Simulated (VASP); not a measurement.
A run of VASP 6.6.1 is set up as follows.

File INCAR:

```
PREC = Accurate
ENCUT = 520
EDIFF = 1E-6
ISMEAR = -1
SIGMA = 0.01
LREAL = False
LASPH = True
NELM = 80
ALGO = Normal
ISIF = 2
LWAVE = False
LCHARG = False
GGA = PS
NBANDS = 11
```

The input KPOINTS:

```
Automatic mesh
0
Gamma
  10 10 6
```

The input POSCAR:

```
BN
1.0
    2.4392926523      0.0000000000      0.0000000000
   -1.2125371881      2.1165779539      0.0000000000
   -0.6133777321     -1.0582894632      2.9396886308
B N
1 1
Direct
    0.9796430000      0.9834990000      0.0018060000
    0.6685060000      0.3323850000      0.9849990000
```

Potentials or basis: VASP PAW PBE potentials, release 64 (B, N).

Command:

```sh
$ cat potpaw_PBE.64/B/POTCAR potpaw_PBE.64/N/POTCAR > POTCAR
$ mpirun -np 1 vasp_std > vasp.out
```

**Question.** What does it give for the pressure?

**Answer.** 28.0 GPa.

**Question.** What does it give for the largest force?

**Answer.** 3.287 eV/Å.

**Question.** Estimate the band gap on the k mesh.

**Answer.** 2.64 eV, indirect (least direct gap 4.71 eV).

Forces on the atoms (eV/Å):
```
B    2.026  2.536 -0.516
N   -2.026 -2.536  0.516
```

Caveat: the PAW data sets were made with another functional, which shifts forces and pressure a little. As with any semilocal functional, this PBEsol gap is likely too small.
